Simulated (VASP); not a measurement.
# BaTiO3 (P4mm) in VASP: a series of runs

The runs below take BaTiO3 through single point, with revPBE.

Program: VASP 6.6.1. These are calculated values, not measurements. Logs are shortened: lines on timing, memory, paths and dates and some standing lists are left out, and cuts for length are marked.

## (1) The cell of the first run

It takes space group P4mm (No. 99, tetragonal). Conventional cell: a = 3.973 Å, b = 3.973 Å, c = 3.991 Å, α = 90.00°, β = 90.00°, γ = 90.00°. Ba (site symmetry 4mm) has 12 O at 2.77 to 2.86 Å and 8 Ti at 3.42 to 3.47 Å within 3.6 Å. Within 2.5 Å of Ti (site symmetry 4mm) lie 6 O at 1.88 to 2.11 Å. Within 2.6 Å of O (site symmetry 2mm) lie 2 Ti at 1.99 Å. Within 2.5 Å of O (site symmetry 4mm) lie 2 Ti at 1.88 to 2.11 Å.

## (2) Single point, revPBE

Input file INCAR:

```
  PREC = Accurate
  ENCUT = 520
  EDIFF = 1E-6
  ISMEAR = -1
  SIGMA = 0.05
  LREAL = F
  LASPH = T
  NELM = 80
  ALGO = Normal
  ISIF = 2
  LWAVE = F
  LCHARG = F
  GGA = RE
  NBANDS = 28
```

Input file KPOINTS:

```
regular mesh
0
Gamma
  7 7 7
```

Input file POSCAR:

```
BaTiO3
1.0
    3.9729548958      0.0000000000      0.0000000000
    0.0000000000      3.9729548958      0.0000000000
    0.0000000000      0.0000000000      3.9910327445
Ba Ti O
1 1 3
Direct
    0.0000000000      0.0000000000      0.0000000000
    0.5000000000      0.5000000000      0.4900000000
    0.0000000000      0.5000000000      0.5170000000
    0.5000000000      0.0000000000      0.5170000000
    0.5000000000      0.5000000000      0.0190000000
```

Potentials or basis: VASP PAW PBE potentials, release 64 (Ba_sv, Ti_sv, O).

Run with:

```
$ cat potpaw_PBE.64/Ba_sv/POTCAR potpaw_PBE.64/Ti_sv/POTCAR potpaw_PBE.64/O/POTCAR > POTCAR
$ mpirun -np 1 vasp_std > vasp.out
```

OUTCAR:

```text
PREC = Accurate
   ENCUT = 520
   EDIFF = 1E-6
   ISMEAR = -1
   LREAL = F
   LASPH = T
   NELM = 80
   ISIF = 2
   GGA = RE

 ion  position               nearest neighbor table
   1  0.000  0.000  0.000-   3 2.77   4 2.77   3 2.77   4 2.77   5 2.81   5 2.81   5 2.81   5 2.81
                             4 2.86   3 2.86   4 2.86   3 2.86   2 3.42   2 3.42   2 3.42   2 3.42
   2  0.500  0.500  0.490-   5 1.88   4 1.99   3 1.99   4 1.99   3 1.99   5 2.11   1 3.42   1 3.42
                             1 3.42   1 3.42   1 3.47   1 3.47   1 3.47   1 3.47
   3  0.000  0.500  0.517-   2 1.99   2 1.99   1 2.77   1 2.77   1 2.86   1 2.86
   4  0.500  0.000  0.517-   2 1.99   2 1.99   1 2.77   1 2.77   1 2.86   1 2.86
   5  0.500  0.500  0.019-   2 1.88   2 2.11   1 2.81   1 2.81   1 2.81   1 2.81

  LATTYP: Found a simple tetragonal cell.
 ALAT       =     3.9729548958
 C/A-ratio  =     1.0045502275

  Lattice vectors:

 A1 = (   3.9729548958,   0.0000000000,   0.0000000000)
 A2 = (   0.0000000000,   3.9729548958,   0.0000000000)
 A3 = (   0.0000000000,   0.0000000000,   3.9910327445)

Analysis of symmetry for initial positions (statically):
=====================================================================
 Subroutine PRICEL returns:
 Original cell was already a primitive cell.

 Routine SETGRP: Setting up the symmetry group for a
 simple tetragonal supercell.

 Subroutine GETGRP returns: Found  8 space group operations
 (whereof  8 operations were pure point group operations)
 out of a pool of 16 trial point group operations.

The static configuration has the point symmetry C_4v.

Analysis of symmetry for dynamics (positions and initial velocities):
=====================================================================
 Subroutine PRICEL returns:
 Original cell was already a primitive cell.

 Routine SETGRP: Setting up the symmetry group for a
 simple tetragonal supercell.

 Subroutine GETGRP returns: Found  8 space group operations
 (whereof  8 operations were pure point group operations)
 out of a pool of 16 trial point group operations.

The dynamic configuration has the point symmetry C_4v.

 Subroutine INISYM returns: Found  8 space group operations
 (whereof  8 operations are pure point group operations),
 and found     1 'primitive' translations

----------------------------------------------------------------------------------------

                                     Primitive cell

  volume of cell :      62.9959

  direct lattice vectors                    reciprocal lattice vectors
[... 91 lines left out ...]
   ENCUT  =  520.0 eV  38.22 Ry    6.18 a.u.   7.39  7.39  7.42*2*pi/ulx,y,z
   NELM   =     80;   NELMIN=  2; NELMDL= -5     # of ELM steps
   EDIFF  = 0.1E-05   stopping-criterion for ELM
   LREAL  =      F    real-space projection
   EDIFFG = 0.1E-04   stopping-criterion for IOM
   NSW    =      0    number of steps for IOM
   IBRION =     -1    ionic relax: 0-MD 1-quasi-New 2-CG
   NFREE  =      0    steps in history (QN), initial steepest desc. (CG)
   ISIF   =      2    stress and relaxation
   ISYM   =      2    0-nonsym 1-usesym 2-fastsym
   POTIM  = 0.5000    time-step for ionic-motion
   TEBEG  =    0.0;   TEEND  =   0.0 temperature during run
   PSTRESS=    0.0 pullay stress
   NELECT =      40.0000    total number of electrons
   NUPDOWN=      -1.0000    fix difference up-down
   EMIN   =  10.00;   EMAX   =-10.00  energy-range for DOS
   EFERMI =   0.00;   METHOD = LEGACY
   ISMEAR =    -1;   SIGMA  =   0.05  broadening in eV -4-tet -1-fermi 0-gaus
   EFERMI_NEDOS =   21; number of points for ismear=-14 and -15
   IALGO  =     38    algorithm
   IMIX   =      4    mixing-type and parameters
     AMIX     =   0.40;   BMIX     =  1.00
     AMIX_MAG =   1.60;   BMIX_MAG =  1.00
  volume/ion in A,a.u.               =      12.60        85.02
  Fermi-wavevector in a.u.,A,eV,Ry     =   1.407097  2.659027 26.938466  1.979921
  Thomas-Fermi vector in A             =   2.529390
   LORBIT       =      0    0 simple, 1 ext, 2 COOP (PROOUT), +10 PAW based schemes
   GGA     = RE    functional components
   LHFCALC =     F    Hartree Fock is set to
   AEXX    =    0.0000 exact exchange contribution
   IVDW    =     0    specifies the selected vdW correction
   LEPSILON=     F    determine dielectric tensor
   LRPA    =     F    only Hartree local field effects (RPA)
 non-spin polarized calculation
  energy-cutoff  :      520.00
  volume of cell :       63.00
 maximum number of plane-waves:      1743
 NGX is ok and might be reduce to    30
   NGX = 15   NGY = 15   NGZ = 15

 number of electron      39.9999978 magnetization

 Free energy of the ion-electron system (eV)
  ---------------------------------------------------
  ext. energy  EPLUGINS =         0.00000000
  ---------------------------------------------------
  free energy    TOTEN  =       -38.09400620 eV

  energy without entropy =      -38.09400620  energy(sigma->0) =      -38.09400620

 E-fermi :   5.0371     XC(G=0): -11.2010

 val. band max:        4.0119133961   @ k =   0.4286   0.4286   0.4286
 cond. band min:       5.9485132321   @ k =   0.0000   0.0000   0.0000
 fundamental gap:      1.9365998360
 Fermi energy:         5.0371056895

 k-point     1 :       0.0000    0.0000    0.0000
  band No.  band energies     occupation
      1     -52.5189      2.00000
      2     -28.7194      2.00000
      3     -28.6868      2.00000
      4     -28.6868      2.00000
      5     -20.7455      2.00000
      6     -12.9273      2.00000
[... 733 lines left out ...]
     27      12.6562      0.00000
     28      13.1394      0.00000

 [... further k-points ...]
[... 5 lines left out ...]
  --------------------------------------------------------------------------------------
  -------------------------------------------------------------------------------------
  Total        4.2591309      4.2591309      4.6500514      0.0000000     -0.0000000      0.0000000
  in kB      108.3225840    108.3225840    118.2648756      0.0000000     -0.0000000      0.0000000
  external PRESSURE =     111.6366812 kB  Pullay stress =       0.0000000 kB

 VOLUME and BASIS-vectors are now :
 -----------------------------------------------------------------------------
  energy-cutoff  :      520.00
  volume of cell :       63.00
      direct lattice vectors                 reciprocal lattice vectors
     3.972954896  0.000000000  0.000000000     0.251701826  0.000000000  0.000000000
     0.000000000  3.972954896  0.000000000     0.000000000  0.251701826  0.000000000
     0.000000000  0.000000000  3.991032745     0.000000000  0.000000000  0.250561713

 POSITION                                       TOTAL-FORCE (eV/Angst)
 -----------------------------------------------------------------------------------
      0.00000      0.00000      0.00000         0.000000     -0.000000      0.103880
      1.98648      1.98648      1.95561         0.000000      0.000000     -0.026101
      0.00000      1.98648      2.06336        -0.000000     -0.000000     -0.110360
      1.98648      0.00000      2.06336         0.000000     -0.000000     -0.110360
      1.98648      1.98648      0.07583         0.000000     -0.000000      0.142940
 -----------------------------------------------------------------------------------
    total drift:                                0.000000      0.000000      0.000492

  FREE ENERGIE OF THE ION-ELECTRON SYSTEM (eV)
  ---------------------------------------------------
  free  energy   TOTEN  =       -38.0940061978 eV

  energy  without entropy=      -38.0940061974  energy(sigma->0) =      -38.09400620
```

stdout:

```text
POSCAR found type information on POSCAR BaTiO
 POSCAR found :  3 types and       5 ions
 scaLAPACK will be used
 -----------------------------------------------------------------------------
|                                                                             |
|                                                                             |
|     You enforced a specific xc type in the INCAR file but a different       |
|     I HOPE YOU KNOW WHAT YOU ARE DOING!                                     |
|                                                                             |
 -----------------------------------------------------------------------------

 LDA part: xc-table for (Slater+PW92), standard interpolation
 POSCAR, INCAR and KPOINTS ok, starting setup
 FFT: planning ... GRIDC
 FFT: planning ... GRID_SOFT
 FFT: planning ... GRID
 WAVECAR not read
 entering main loop
```

Run time: 32 s. Hardware: 1 thread of Intel Xeon 6975P-C (Granite Rapids), shared host; peak memory 0.21 GiB.

Results:

* Free energy: -38.0940 eV
* Pressure: 11.2 GPa
* Largest force: 0.143 eV/Å
* Band gap on the k mesh: 1.94 eV, indirect (least direct gap 2.11 eV)

Forces in eV/Å, atoms in the order of the input:
```
Ba   0.000  0.000  0.104
Ti   0.000  0.000 -0.026
O    0.000  0.000 -0.110
O    0.000  0.000 -0.110
O    0.000  0.000  0.143
```

Stress tensor (GPa, compression positive):
```
10.83  0.00  0.00
 0.00 10.83  0.00
 0.00  0.00 11.83
```

Levels at points of the mesh, in eV from the valence-band top:
```
           k point  band 18  band 19  band 20  band 21  band 22  band 23
(0.00, 0.00, 0.00)    -0.19    -0.18    -0.18     1.94     2.16     2.16
```

Caveat: the PAW data sets were made with another functional, which shifts forces and pressure a little; spin-orbit coupling is left out, which moves the levels of the heavy elements.

## (3) Single point, revPBE

This run uses another cell than the first one, of 12.86 Å³/atom, 1.020 times its volume.

Input file INCAR:

```
SYSTEM = BaTiO3
ALGO = Normal
EDIFF = 1E-6
ENCUT = 520
GGA = RE
ISIF = 2
ISMEAR = -1
LASPH = .True.
LCHARG = .True.
LELF = .True.
LREAL = .False.
LVHAR = .True.
LWAVE = .False.
NBANDS = 28
NELM = 80
PREC = Accurate
SIGMA = 0.05
```

Input file KPOINTS:

```
k-points
0
Gamma
  7 7 7
  0 0 0
```

Edit POSCAR of step 2 so:

```diff
@@ -2,5 +2,5 @@
 1.0
-    3.9729548958      0.0000000000      0.0000000000
-    0.0000000000      3.9729548958      0.0000000000
-    0.0000000000      0.0000000000      3.9910327445
+    3.9998000000      0.0000000000      0.0000000000
+    0.0000000000      3.9998000000      0.0000000000
+    0.0000000000      0.0000000000      4.0180000000
 Ba Ti O
```

Potentials or basis: VASP PAW PBE potentials, release 64 (Ba_sv, Ti_sv, O).

Run with:

```
$ cat potpaw_PBE.64/Ba_sv/POTCAR potpaw_PBE.64/Ti_sv/POTCAR potpaw_PBE.64/O/POTCAR > POTCAR
$ mpirun -np 1 vasp_std > vasp.out
```

Wall time 32 s (1 thread of Intel Xeon 6975P-C (Granite Rapids), shared host); peak memory 0.22 GiB.

Results (log left out):

```yaml
Free_energy: -38.1693 eV
Pressure: 7.3 GPa
Largest_force: 0.271 eV/Å
Band_gap_on_the_k_mesh: 1.89 eV, indirect (least direct gap 2.09 eV)
```

Forces on the atoms (eV/Å):
```
Ba   0.000  0.000  0.084
Ti   0.000  0.000 -0.123
O    0.000  0.000 -0.116
O    0.000  0.000 -0.116
O    0.000  0.000  0.271
```

Stress tensor (GPa, compression positive):
```
7.01 0.00 0.00
0.00 7.01 0.00
0.00 0.00 7.92
```

Levels at points of the mesh, in eV from the valence-band top:
```tsv
k point	band 17	band 18	band 19	band 20	band 21	band 22	band 23	band 24
(0.00, 0.00, 0.00)	-1.03	-0.21	-0.20	-0.20	1.89	2.11	2.11	4.05
```

Caveat: the PAW data sets were made with another functional, which shifts forces and pressure a little; spin-orbit coupling is left out, which moves the levels of the heavy elements.

## (4) Single point, revPBE

This run uses another cell than the first one, of 13.11 Å³/atom, 1.041 times its volume.

Input file INCAR:

```
  PREC = Accurate
  ENCUT = 520
  EDIFF = 1E-6
  ISMEAR = -1
  SIGMA = 0.05
  LREAL = F
  LASPH = T
  NELM = 80
  ALGO = Normal
  ISIF = 2
  LWAVE = F
  LCHARG = F
  GGA = RE
  NBANDS = 28
```

Input file KPOINTS:

```
regular mesh
0
Gamma
  7 7 7
```

Edit POSCAR of step 3 so:

```diff
@@ -2,5 +2,5 @@
 1.0
-    3.9998000000      0.0000000000      0.0000000000
-    0.0000000000      3.9998000000      0.0000000000
-    0.0000000000      0.0000000000      4.0180000000
+    4.0262895137      0.0000000000      0.0000000000
+    0.0000000000      4.0262895137      0.0000000000
+    0.0000000000      0.0000000000      4.0446100470
 Ba Ti O
```

Run with:

```
$ cat potpaw_PBE.64/Ba_sv/POTCAR potpaw_PBE.64/Ti_sv/POTCAR potpaw_PBE.64/O/POTCAR > POTCAR
$ mpirun -np 1 vasp_std > vasp.out
```

Run time: 35 s. Hardware: 1 thread of Intel Xeon 6975P-C (Granite Rapids), shared host; peak memory 0.21 GiB.

It converged, with:

| Quantity | Value |
| --- | --- |
| Free energy | -38.2153 eV |
| Pressure | 3.9 GPa |
| Largest force | 0.391 eV/Å |
| Band gap on the k mesh | 1.85 eV, indirect (least direct gap 2.06 eV) |

Forces on the atoms (eV/Å):
```
Ba   0.000  0.000  0.065
Ti   0.000  0.000 -0.215
O    0.000  0.000 -0.121
O    0.000  0.000 -0.121
O    0.000  0.000  0.391
```

Stress tensor (GPa, compression positive):
```
3.58 0.00 0.00
0.00 3.58 0.00
0.00 0.00 4.42
```

Levels at points of the mesh, in eV from the valence-band top:
```csv
k point,band 16,band 17,band 18,band 19,band 20,band 21,band 22,band 23,band 24,band 25
"(0.00, 0.00, 0.00)",-1.10,-1.01,-0.23,-0.21,-0.21,1.85,2.06,2.06,3.91,4.01
```

Caveat: the PAW data sets were made with another functional, which shifts forces and pressure a little; spin-orbit coupling is left out, which moves the levels of the heavy elements.

## (5) The runs side by side

```csv
cell,gap on the mesh (eV),pressure (GPa),largest force (eV/Å)
"a = 3.973, b = 3.973, c = 3.991 Å, 5 atoms",1.94,11.2,0.14
"a = 4.000, b = 4.000, c = 4.018 Å, 5 atoms",1.89,7.3,0.27
"a = 4.026, b = 4.026, c = 4.045 Å, 5 atoms",1.85,3.9,0.39
```

Alike in all rows: task single point; level revPBE; potentials or basis VASP PAW PBE potentials, release 64 (Ba_sv, Ti_sv, O); no spin polarisation; k mesh 7 × 7 × 7; cutoff (eV) 520; smearing fermi-dirac 0.05 eV.

Caveats: the PAW data sets were made with another functional, which shifts forces and pressure a little; spin-orbit coupling is left out, which moves the levels of the heavy elements.

Absolute energies hang on the potentials; compare differences alone.
